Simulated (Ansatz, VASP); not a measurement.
# One calculation of TiCo2, two programs

```
Ti Co
1.0
     0.00000    3.35200    3.35200
     3.35200    0.00000    3.35200
     3.35200    3.35200    0.00000
Ti Co
2 4
Direct
  0.50000 0.50000 0.50000
  0.75000 0.75000 0.75000
  0.12500 0.12500 0.12500
  0.62500 0.12500 0.12500
  0.12500 0.12500 0.62500
  0.12500 0.62500 0.12500
```

Alike in both runs: task relaxation of cell and atoms; functional LDA; k mesh 6 × 6 × 6; occupations gaussian, width 0.1 eV; collinear spin.

|  | VASP | Ansatz |
| --- | --- | --- |
| version | VASP 6.6.1 | Ansatz 0.2.0 |
| potentials or method | VASP PAW LDA potentials, release 64 (Ti_sv, Co), cutoff 600 eV | scalar-relativistic, plane waves, PAW |
| valence electrons in the cell | 60 | 92 |

|  | VASP | Ansatz | Ansatz less VASP |
| --- | --- | --- | --- |
| gap on the k mesh at the Fermi level, each at its own relaxed structure (eV) | none | none | - |
| net moment per atom (μB) | 0.00 | 0.00 | 0.000 |
| relaxed volume (Å³/atom) | 11.36 | 11.38 | +0.027 |
| relaxed cell length with the largest relative difference (Å) | 4.585 | 4.588 | +0.0036 |

LDA's correlation is that of Perdew and Zunger in VASP and of Perdew and Wang (1992) in Ansatz. A gap of «none» marks a metal or a gap that the smearing closes. VASP's potentials hold 60 valence electrons a cell and Ansatz's 92, so a difference there can come from the potentials and not from the codes. Ansatz's warnings: seeded moment not kept.
